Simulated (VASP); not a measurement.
Mg3GePd: relaxation of cell and atoms with PBE

The system is Mg3GePd.

```
CELL_PARAMETERS angstrom
4.93347 0.00000 0.00000
0.00000 4.93347 0.00000
0.00000 0.00000 4.93347
ATOMIC_POSITIONS crystal
Mg 0.00000 0.50000 0.50000
Mg 0.50000 0.00000 0.50000
Mg 0.50000 0.50000 0.00000
Ge 0.00000 0.00000 0.00000
Pd 0.50000 0.50000 0.50000
```

```json
{
 "Program": "VASP 6.6.1",
 "Task": "relaxation of cell and atoms",
 "Functional": "PBE",
 "Potentials or basis": "VASP PAW PBE potentials, release 64 (Mg, Ge_d, Pd)",
 "Cutoff": "600 eV",
 "k mesh": "8 × 8 × 8",
 "Occupations": "gaussian, width 0.1 eV",
 "Spin": "no spin polarisation",
 "Dipole correction": "no",
 "Further INCAR settings": "ALGO = Normal; EDIFF = 1e-06; IBRION = 2; EDIFFG = -0.01; NSW = 100; ISIF = 3"
}
```

* Pressure after relaxing: -0.1 GPa
* Band gap on the k mesh: zero (bands 15 and 16 overlap by 1.42 eV)

Final structure:
```cif
data_structure
_symmetry_space_group_name_H-M 'P 1'
_symmetry_Int_Tables_number 1
_cell_length_a 4.9335
_cell_length_b 4.9335
_cell_length_c 4.9335
_cell_angle_alpha 90.000
_cell_angle_beta 90.000
_cell_angle_gamma 90.000
_cell_volume 120.08
loop_
_atom_site_label
_atom_site_type_symbol
_atom_site_fract_x
_atom_site_fract_y
_atom_site_fract_z
_atom_site_occupancy
Mg1 Mg 0.00000 0.50000 0.50000 1
Mg2 Mg 0.50000 0.00000 0.50000 1
Mg3 Mg 0.50000 0.50000 0.00000 1
Ge1 Ge 0.00000 0.00000 0.00000 1
Pd1 Pd 0.50000 0.50000 0.50000 1
```

Levels at points of the mesh, in eV from the Fermi level:
| k point | band 13 | band 14 | band 15 | band 16 | band 17 | band 18 |
| --- | --- | --- | --- | --- | --- | --- |
| (0.00, 0.00, 0.00) | -1.11 | -1.11 | -1.11 | 1.88 | 1.88 | 3.10 |
| (0.50, 0.00, 0.00) | -1.35 | 0.16 | 0.16 | 0.42 | 0.97 | 0.97 |
| (0.50, 0.50, 0.00) | -3.20 | -3.19 | 0.31 | 1.98 | 2.20 | 2.20 |
| (0.50, 0.50, 0.50) | -1.46 | -1.46 | -1.46 | -1.10 | -1.10 | -1.10 |

Wall time 110 s on 1 thread of AMD EPYC 7R13, on a shared host, peak memory 0.32 GiB.

Caveat: the relaxation stopped at its first step, so nothing moved.
